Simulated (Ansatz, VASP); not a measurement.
## Two plane-wave programs on ZnS

The input POSCAR:

```
ZnS
1.0
   -3.8109987816      0.0000000000      0.0000000000
   -1.9054993908     -3.3004217586      0.0000000000
   -3.3344333839     -1.9251360118     12.4680000000
Zn S
4 4
Direct
   -0.0479990417     -0.0479990417      0.6537500000
    0.2436509583      0.2436509583      0.1537500000
    0.1395092917      0.1395092917      0.9037500000
    0.4311592917      0.4311592917      0.4037500000
   -0.1602842917     -0.1602842917      0.8462500000
    0.1313657083      0.1313657083      0.3462500000
    0.6105240417      0.6105240417      0.0962500000
    0.3188740417      0.3188740417      0.5962500000
```

The input INCAR.step1:

```
PREC = Accurate ; ENCUT = 520
ISMEAR = 0 ; SIGMA = 0.05
LREAL = F ; LASPH = T
NELM = 60 ; NBANDS = 46
GGA = PE ; ALGO = Normal
EDIFF = 1E-4 ; LWAVE = T
LCHARG = F
```

INCAR.step2

```
PREC = Accurate ; ENCUT = 520
EDIFF = 1E-6 ; ISMEAR = 0
SIGMA = 0.05 ; LREAL = F
LASPH = T ; NELM = 60
ALGO = Normal ; ISIF = 2
LWAVE = F ; LCHARG = T
METAGGA = R2SCAN ; LMIXTAU = T
LELF = T ; LVHAR = T
NBANDS = 46 ; ISTART = 1
```

The input KPOINTS:

```
Automatic mesh
0
Gamma
  7 7 2
```

Input for Ansatz:

```yaml
crystal:
  lattice:
    - [-3.8109987816, 0.0, 0.0]
    - [-1.9054993908, -3.3004217586, 0.0]
    - [-3.3344333839, -1.9251360118, 12.468]
  atoms:
    - { symbol: Zn, position: [-0.0479990417, -0.0479990417, 0.65375] }
    - { symbol: Zn, position: [0.2436509583, 0.2436509583, 0.15375] }
    - { symbol: Zn, position: [0.1395092917, 0.1395092917, 0.90375] }
    - { symbol: Zn, position: [0.4311592917, 0.4311592917, 0.40375] }
    - { symbol: S, position: [-0.1602842917, -0.1602842917, 0.84625] }
    - { symbol: S, position: [0.1313657083, 0.1313657083, 0.34625] }
    - { symbol: S, position: [0.6105240417, 0.6105240417, 0.09625] }
    - { symbol: S, position: [0.3188740417, 0.3188740417, 0.59625] }
basis:
  ecutwfc: 500
kpoints:
  mp_grid: { grid: [7, 7, 2] }
hamiltonian:
  xc: r2scan
scf:
  occupations: { method: gaussian, width: 0.05 }
output:
  forces: true
  stress: true
  eigenvalues: true
```

Alike in both runs: task single point; functional r2SCAN; k mesh 7 × 7 × 2; occupations gaussian, width 0.05 eV; no spin polarisation.

|  | VASP | Ansatz |
| --- | --- | --- |
| version | VASP 6.6.1 | Ansatz 0.2.0 |
| potentials or method | VASP PAW PBE potentials, release 64 (Zn, S), cutoff 520 eV | scalar-relativistic, plane waves, PAW |
| valence electrons in the cell | 72 | 72 |

Ansatz gave:

* gap on the k mesh at the Fermi level (eV): 1.85
* least direct gap on the mesh (eV): 1.85
* pressure (GPa): 0.1
* traceless stress, the component that is largest in VASP (GPa): 1.32
* rms of the force components (eV/Å): 0.185

**Question.** What did VASP give for the same quantities?

**Answer.** gap on the k mesh at the Fermi level (eV): 1.85; least direct gap on the mesh (eV): 1.85; pressure (GPa): 0.1; traceless stress, the component that is largest in VASP (GPa): 1.33; rms of the force components (eV/Å): 0.186.

VASP's potentials were made for PBE, not for r2SCAN. Atom by atom the forces differ by 0.006 eV/Å (rms over components). The functional is the same, so the differences come from potentials, cutoffs and numerics.
